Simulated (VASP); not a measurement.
# La (Pm-3m) in VASP: single point with PBEsol

Aim: the single point of La with PBEsol.

Program: VASP 6.6.1. These are calculated values, not measurements. Logs are shortened: lines on timing, memory, paths and dates and some standing lists are left out, and cuts for length are marked.

### Step 1. The cell of the first run

Symmetry: Pm-3m, No. 221, cubic system. Conventional cell: a = 4.964 Å, b = 4.964 Å, c = 4.964 Å, α = 90.00°, β = 90.00°, γ = 90.00°. Within 4.6 Å of La (site symmetry 4/mmm) lie 8 La at 3.51 Å.

### Step 2. Single point, PBEsol

Contents of INCAR:

```
PREC = Accurate
ENCUT = 520
EDIFF = 1E-7
ISMEAR = 0
SIGMA = 0.15
LREAL = F
LASPH = T
NELM = 60
ALGO = Normal
ISIF = 2
LWAVE = F
LCHARG = F
GGA = PS
NBANDS = 24
```

Contents of KPOINTS:

```
Automatic mesh
0
Gamma
  5 5 5
```

Contents of POSCAR:

```
La
1.0
    4.9636600000      0.0000000000      0.0000000000
    0.0000000000      4.9636600000      0.0000000000
    0.0000000000      0.0000000000      4.9636600000
La
3
Direct
    0.0000000000      0.5000000000      0.5000000000
    0.5000000000      0.0000000000      0.5000000000
    0.5000000000      0.5000000000      0.0000000000
```

Potentials or basis: VASP PAW PBE potentials, release 64 (La).

Launch:

```bash
$ cat potpaw_PBE.64/La/POTCAR > POTCAR
$ mpirun -np 1 vasp_std > vasp.out
```

OUTCAR:

```text
PREC = Accurate
   ENCUT = 520
   EDIFF = 1E-7
   ISMEAR = 0
   LREAL = F
   LASPH = T
   NELM = 60
   ISIF = 2
   GGA = PS

 ion  position               nearest neighbor table
   1  0.000  0.500  0.500-   2 3.51   3 3.51   3 3.51   2 3.51   2 3.51   3 3.51   3 3.51   2 3.51

   2  0.500  0.000  0.500-   1 3.51   3 3.51   3 3.51   1 3.51   3 3.51   3 3.51   1 3.51   1 3.51

   3  0.500  0.500  0.000-   1 3.51   2 3.51   1 3.51   2 3.51   2 3.51   2 3.51   1 3.51   1 3.51

  LATTYP: Found a simple cubic cell.
 ALAT       =     4.9636600000

  Lattice vectors:

 A1 = (   4.9636600000,   0.0000000000,   0.0000000000)
 A2 = (   0.0000000000,   4.9636600000,   0.0000000000)
 A3 = (   0.0000000000,   0.0000000000,   4.9636600000)

Analysis of symmetry for initial positions (statically):
=====================================================================
 Subroutine PRICEL returns:
 Original cell was already a primitive cell.

 Routine SETGRP: Setting up the symmetry group for a
 simple cubic supercell.

 Subroutine GETGRP returns: Found 48 space group operations
 (whereof 48 operations were pure point group operations)
 out of a pool of 48 trial point group operations.

The static configuration has the point symmetry O_h .

Analysis of symmetry for dynamics (positions and initial velocities):
=====================================================================
 Subroutine PRICEL returns:
 Original cell was already a primitive cell.

 Routine SETGRP: Setting up the symmetry group for a
 simple cubic supercell.

 Subroutine GETGRP returns: Found 48 space group operations
 (whereof 48 operations were pure point group operations)
 out of a pool of 48 trial point group operations.

The dynamic configuration has the point symmetry O_h .

 Subroutine INISYM returns: Found 48 space group operations
 (whereof 48 operations are pure point group operations),
 and found     1 'primitive' translations

----------------------------------------------------------------------------------------

                                     Primitive cell

  volume of cell :     122.2943

  direct lattice vectors                    reciprocal lattice vectors
     4.963660000  0.000000000  0.000000000     0.201464242  0.000000000  0.000000000
     0.000000000  4.963660000  0.000000000     0.000000000  0.201464242  0.000000000
     0.000000000  0.000000000  4.963660000     0.000000000  0.000000000  0.201464242

  length of vectors
     4.963660000  4.963660000  4.963660000     0.201464242  0.201464242  0.201464242

  position of ions in fractional coordinates (direct lattice)
     0.000000000  0.500000000  0.500000000
     0.500000000  0.000000000  0.500000000
     0.500000000  0.500000000  0.000000000

  ion indices of the primitive-cell ions
   primitive index   ion index
                 1           1
                 2           2
                 3           3

----------------------------------------------------------------------------------------

 KPOINTS: Automatic mesh

Automatic generation of k-mesh.
 Grid dimensions read from file:
 generate k-points for:    5    5    5

 Generating k-lattice:

  Cartesian coordinates                     Fractional coordinates (reciprocal lattice)
     0.040292848  0.000000000  0.000000000     0.200000000  0.000000000  0.000000000
     0.000000000  0.040292848  0.000000000     0.000000000  0.200000000  0.000000000
     0.000000000  0.000000000  0.040292848     0.000000000  0.000000000  0.200000000

  Length of vectors
     0.040292848  0.040292848  0.040292848

  Shift w.r.t. Gamma in fractional coordinates (k-lattice)
     0.000000000  0.000000000  0.000000000

 Subroutine IBZKPT returns following result:
 ===========================================

 Found     10 irreducible k-points:

 Following reciprocal coordinates:
            Coordinates               Weight
  0.000000  0.000000  0.000000      1.000000
  0.200000  0.000000  0.000000      6.000000
  0.400000  0.000000  0.000000      6.000000
  0.200000  0.200000  0.000000     12.000000
  0.400000  0.200000  0.000000     24.000000
  0.400000  0.400000  0.000000     12.000000
  0.200000  0.200000  0.200000      8.000000
  0.400000  0.200000  0.200000     24.000000
  0.400000  0.400000  0.200000     24.000000
  0.400000  0.400000  0.400000      8.000000
   k-points           NKPTS =     10   k-points in BZ     NKDIM =     10   number of bands    NBANDS=     24
   number of dos      NEDOS =    301   number of ions     NIONS =      3
   total plane-waves  NPLWV =  64000
   dimension x,y,z NGX =    40 NGY =   40 NGZ =   40
   dimension x,y,z NGXF=    80 NGYF=   80 NGZF=   80
   ions per type =               3
   NGX,Y,Z   is equivalent  to a cutoff of  13.40, 13.40, 13.40 a.u.
   NGXF,Y,Z  is equivalent  to a cutoff of  26.79, 26.79, 26.79 a.u.
 SYSTEM =  unknown system
   PREC   = accura    normal or accurate (medium, high low for compatibility)
   ISTART =      0    job   : 0-new  1-cont  2-samecut
   ICHARG =      2    charge: 1-file 2-atom 10-const
   ISPIN  =      1    spin polarized calculation?
   LNONCOLLINEAR =      F non collinear calculations
   LSORBIT =      F    spin-orbit coupling
   LASPH  =      T    aspherical Exc in radial PAW
   ENCUT  =  520.0 eV  38.22 Ry    6.18 a.u.   9.23  9.23  9.23*2*pi/ulx,y,z
   NELM   =     60;   NELMIN=  2; NELMDL= -5     # of ELM steps
   EDIFF  = 0.1E-06   stopping-criterion for ELM
   LREAL  =      F    real-space projection
   EDIFFG = 0.1E-05   stopping-criterion for IOM
   NSW    =      0    number of steps for IOM
   IBRION =     -1    ionic relax: 0-MD 1-quasi-New 2-CG
   NFREE  =      0    steps in history (QN), initial steepest desc. (CG)
   ISIF   =      2    stress and relaxation
   ISYM   =      2    0-nonsym 1-usesym 2-fastsym
   POTIM  = 0.5000    time-step for ionic-motion
   TEBEG  =    0.0;   TEEND  =   0.0 temperature during run
   PSTRESS=    0.0 pullay stress
   NELECT =      33.0000    total number of electrons
   NUPDOWN=      -1.0000    fix difference up-down
   EMIN   =  10.00;   EMAX   =-10.00  energy-range for DOS
   EFERMI =   0.00;   METHOD = LEGACY
   ISMEAR =     0;   SIGMA  =   0.15  broadening in eV -4-tet -1-fermi 0-gaus
   EFERMI_NEDOS =   21; number of points for ismear=-14 and -15
   IALGO  =     38    algorithm
   IMIX   =      4    mixing-type and parameters
     AMIX     =   0.40;   BMIX     =  1.00
     AMIX_MAG =   1.60;   BMIX_MAG =  1.00
  volume/ion in A,a.u.               =      40.76       275.09
  Fermi-wavevector in a.u.,A,eV,Ry     =   1.057899  1.999139 15.226958  1.119150
  Thomas-Fermi vector in A             =   2.193188
   LORBIT       =      0    0 simple, 1 ext, 2 COOP (PROOUT), +10 PAW based schemes
   GGA     = PS    functional components
   LHFCALC =     F    Hartree Fock is set to
   AEXX    =    0.0000 exact exchange contribution
   IVDW    =     0    specifies the selected vdW correction
   LEPSILON=     F    determine dielectric tensor
   LRPA    =     F    only Hartree local field effects (RPA)
 non-spin polarized calculation
 Gauss-broadening in eV      SIGMA  =   0.15
  energy-cutoff  :      520.00
  volume of cell :      122.29
 maximum number of plane-waves:      3306
 NGX is ok and might be reduce to    40
   NGX = 19   NGY = 19   NGZ = 19

 number of electron      32.9999997 magnetization

 Free energy of the ion-electron system (eV)
  ---------------------------------------------------
  ext. energy  EPLUGINS =         0.00000000
  ---------------------------------------------------
  free energy    TOTEN  =       -14.20174110 eV

  energy without entropy =      -14.12706961  energy(sigma->0) =      -14.16440535

 E-fermi :   6.6316     XC(G=0):  -9.1732

 val. band max:        6.5496532147   @ k =   0.2000   0.2000   0.0000
 cond. band min:       6.6321578085   @ k =   0.4000   0.4000   0.0000
 fundamental gap:      0.0825045938
 Fermi energy:         6.6315975764

 k-point     1 :       0.0000    0.0000    0.0000
  band No.  band energies     occupation
      1     -26.3268      2.00000
      2     -25.9277      2.00000
      3     -25.9277      2.00000
      4     -10.5999      2.00000
      5     -10.5999      2.00000
      6     -10.5999      2.00000
[... 16 lines left out ...]
     23       8.4271      0.00000
     24       8.4717      0.00000

 k-point     2 :       0.2000    0.0000    0.0000
  band No.  band energies     occupation
      1     -26.2944      2.00000
      2     -25.9622      2.00000
      3     -25.9271      2.00000
      4     -10.5259      2.00000
      5     -10.5259      2.00000
      6     -10.4832      2.00000
[... 16 lines left out ...]
     23       8.3305      0.00000
     24       8.3910      0.00000

 k-point     3 :       0.4000    0.0000    0.0000
  band No.  band energies     occupation
      1     -26.2183      2.00000
      2     -26.0416      2.00000
      3     -25.9262      2.00000
      4     -10.3667      2.00000
      5     -10.3667      2.00000
      6     -10.1594      2.00000
[... 16 lines left out ...]
     23       8.0046      0.00000
     24       8.3095      0.00000

 k-point     4 :       0.2000    0.2000    0.0000
  band No.  band energies     occupation
      1     -26.2642      2.00000
      2     -25.9745      2.00000
      3     -25.9457      2.00000
      4     -10.5804      2.00000
      5     -10.4489      2.00000
      6     -10.2788      2.00000
[... 16 lines left out ...]
     23       8.3250      0.00000
     24       8.3984      0.00000

 k-point     5 :       0.4000    0.2000    0.0000
  band No.  band energies     occupation
      1     -26.1923      2.00000
      2     -26.0414      2.00000
      3     -25.9518      2.00000
      4     -10.4737      2.00000
      5     -10.2786      2.00000
      6     -10.1659      2.00000
[... 16 lines left out ...]
     23       8.1209      0.00000
     24       8.2547      0.00000

 k-point     6 :       0.4000    0.4000    0.0000
  band No.  band energies     occupation
      1     -26.1274      2.00000
      2     -26.0486      2.00000
      3     -26.0086      2.00000
      4     -10.5277      2.00000
      5     -10.4058      2.00000
      6     -10.0578      2.00000
[... 16 lines left out ...]
     23       8.0444      0.00000
     24       8.3220      0.00000

 k-point     7 :       0.2000    0.2000    0.2000
  band No.  band energies     occupation
      1     -26.2367      2.00000
      2     -25.9738      2.00000
      3     -25.9738      2.00000
      4     -10.6839      2.00000
      5     -10.2489      2.00000
      6     -10.2489      2.00000
[... 16 lines left out ...]
     23       8.2499      0.00000
     24       8.3527      0.00000

 k-point     8 :       0.4000    0.2000    0.2000
  band No.  band energies     occupation
      1     -26.1703      2.00000
      2     -26.0412      2.00000
      3     -25.9727      2.00000
      4     -10.6620      2.00000
      5     -10.2270      2.00000
      6     -10.1927      2.00000
[... 16 lines left out ...]
     23       8.0741      0.00000
     24       8.3434      0.00000

 k-point     9 :       0.4000    0.4000    0.2000
  band No.  band energies     occupation
      1     -26.1154      2.00000
      2     -26.0477      2.00000
      3     -26.0189      2.00000
      4     -10.7812      2.00000
      5     -10.4314      2.00000
      6     -10.2046      2.00000
[... 16 lines left out ...]
     23       8.0791      0.00000
     24       8.2585      0.00000

 k-point    10 :       0.4000    0.4000    0.4000
  band No.  band energies     occupation
      1     -26.0851      2.00000
      2     -26.0463      2.00000
      3     -26.0463      2.00000
      4     -11.0236      2.00000
      5     -10.4364      2.00000
      6     -10.4249      2.00000
[... 16 lines left out ...]
     23       8.3376      0.00000
     24       8.3607      0.00000

------------------------ aborting loop because EDIFF is reached ----------------------------------------

  FORCE on cell =-STRESS in cart. coord.  units (eV):
  Direction    XX          YY          ZZ          XY          YZ          ZX
  --------------------------------------------------------------------------------------
  -------------------------------------------------------------------------------------
  Total       -0.6862710     -0.6862710     -0.6862710      0.0000000     -0.0000000      0.0000000
  in kB       -8.9908372     -8.9908372     -8.9908372      0.0000000     -0.0000000      0.0000000
  external PRESSURE =      -8.9908372 kB  Pullay stress =       0.0000000 kB

 VOLUME and BASIS-vectors are now :
 -----------------------------------------------------------------------------
  energy-cutoff  :      520.00
  volume of cell :      122.29
      direct lattice vectors                 reciprocal lattice vectors
     4.963660000  0.000000000  0.000000000     0.201464242  0.000000000  0.000000000
     0.000000000  4.963660000  0.000000000     0.000000000  0.201464242  0.000000000
     0.000000000  0.000000000  4.963660000     0.000000000  0.000000000  0.201464242

 POSITION                                       TOTAL-FORCE (eV/Angst)
 -----------------------------------------------------------------------------------
      0.00000      2.48183      2.48183         0.000000      0.000000      0.000000
      2.48183      0.00000      2.48183         0.000000      0.000000      0.000000
      2.48183      2.48183      0.00000         0.000000      0.000000      0.000000
 -----------------------------------------------------------------------------------
    total drift:                                0.000000     -0.000000     -0.000000

  FREE ENERGIE OF THE ION-ELECTRON SYSTEM (eV)
  ---------------------------------------------------
  free  energy   TOTEN  =       -14.2017410979 eV

  energy  without entropy=      -14.1270696083  energy(sigma->0) =      -14.16440535
```

It took 2.4 min on 1 thread of AMD EPYC 7R13, shared host; peak memory 0.21 GiB.

What came out:

```
Free energy : -14.2017 eV
Pressure    : -0.9 GPa
```

Levels at points of the mesh, in eV from the Fermi level:
```csv
k point,band 12,band 13,band 14,band 15,band 16,band 17,band 18,band 19,band 20,band 21
"(0.00, 0.00, 0.00)",-15.70,-2.89,-2.48,-0.95,-0.95,-0.95,-0.89,-0.89,1.42,1.77
```

Caveat: the PAW data sets were made with another functional, which shifts forces and pressure a little; spin-orbit coupling is left out, which moves the levels of the heavy elements.
